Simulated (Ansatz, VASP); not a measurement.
# Au: VASP beside Ansatz

```xyz
2
Lattice="1.4199 -2.5507 0.0000 1.4199 2.5507 0.0000 0.0000 0.0000 4.8568" Properties=species:S:1:pos:R:3 pbc="T T T"
Au    1.4199   -0.8374    1.2142
Au    1.4199    0.8374    3.6426
```

Alike in both runs: task single point; functional r2SCAN; k mesh 24 × 24 × 12; occupations gaussian, width 0.15 eV; no spin polarisation.

|  | VASP | Ansatz |
| --- | --- | --- |
| version | VASP 6.6.1 | Ansatz 0.2.0 |
| potentials or method | VASP PAW PBE potentials, release 64 (Au), cutoff 520 eV | scalar-relativistic, plane waves, PAW |
| valence electrons in the cell | 22 | 38 |

Ansatz gave:

- gap on the k mesh at the Fermi level (eV): none
- pressure (GPa): 0.0
- traceless stress, the component that is largest in VASP (GPa): 0.69
- rms of the force components (eV/Å): 0.004

Task: Which values does VASP return?

Result: gap on the k mesh at the Fermi level (eV): none; pressure (GPa): 0.2; traceless stress, the component that is largest in VASP (GPa): 0.74; rms of the force components (eV/Å): 0.004.

VASP's potentials were made for PBE, not for r2SCAN. Atom by atom the forces differ by 0.000 eV/Å (rms over components). A gap of «none» marks a metal or a gap that the smearing closes. VASP's potentials hold 22 valence electrons a cell and Ansatz's 38, so a difference there can come from the potentials and not from the codes.

Spin-orbit coupling is off throughout.
